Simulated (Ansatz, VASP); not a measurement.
Pd: VASP beside Ansatz

Contents of INCAR:

```
SYSTEM = Pd
PREC = Accurate ; ENCUT = 520
EDIFF = 1E-6 ; ISMEAR = 0
SIGMA = 0.15 ; LREAL = .FALSE.
LASPH = .TRUE. ; NELM = 60
ALGO = Normal ; ISIF = 2
LWAVE = .FALSE. ; LCHARG = .FALSE.
GGA = PE ; NBANDS = 11
```

Contents of KPOINTS:

```
regular mesh
0
G
  20 20 20
  0 0 0
```

Contents of POSCAR:

```
Pd
1.0
    0.0000000000      1.8962775000      2.0421450000
    1.8962775000      0.0000000000      2.0421450000
    1.8962775000      1.8962775000      0.0000000000
Pd
1
Direct
    0.0000000000      0.0000000000      0.0000000000
```

Input for Ansatz:

```yaml
crystal:
  lattice:
    - [0.0, 1.8962775, 2.042145]
    - [1.8962775, 0.0, 2.042145]
    - [1.8962775, 1.8962775, 0.0]
  atoms:
    - { symbol: Pd, position: [0.0, 0.0, 0.0] }
basis:
  ecutwfc: 420
kpoints:
  mp_grid: { grid: [20, 20, 20] }
hamiltonian:
  xc: pbe
scf:
  occupations: { method: gaussian, width: 0.15 }
output:
  forces: true
  stress: true
  eigenvalues: true
  write_density: true
  write_potential: true
  elf: true
  volumetric_format: npy
```

Change from the starting cell: strain -0.025 along x and y, +0.050 along z, atoms carried along.

Alike in both runs: task single point; functional PBE; k mesh 20 × 20 × 20; occupations gaussian, width 0.15 eV; no spin polarisation.

```csv
,VASP,Ansatz
version,VASP 6.6.1,Ansatz 0.2.0
potentials or method,"VASP PAW PBE potentials, release 64 (Pd), cutoff 520 eV","scalar-relativistic, plane waves, PAW"
valence electrons in the cell,10,18
```

|  | VASP | Ansatz | Ansatz less VASP |
| --- | --- | --- | --- |
| gap on the k mesh at the Fermi level (eV) | none | none | - |
| pressure (GPa) | 8.1 | 8.5 | +0.37 |
| traceless stress, the component that is largest in VASP (GPa) | -3.62 | -3.67 | -0.056 |

A gap of «none» marks a metal or a gap that the smearing closes. With one functional, cell and mesh, what is left measures potentials, basis and numerics. VASP's potentials hold 10 valence electrons a cell and Ansatz's 18, so a difference there can come from the potentials and not from the codes.
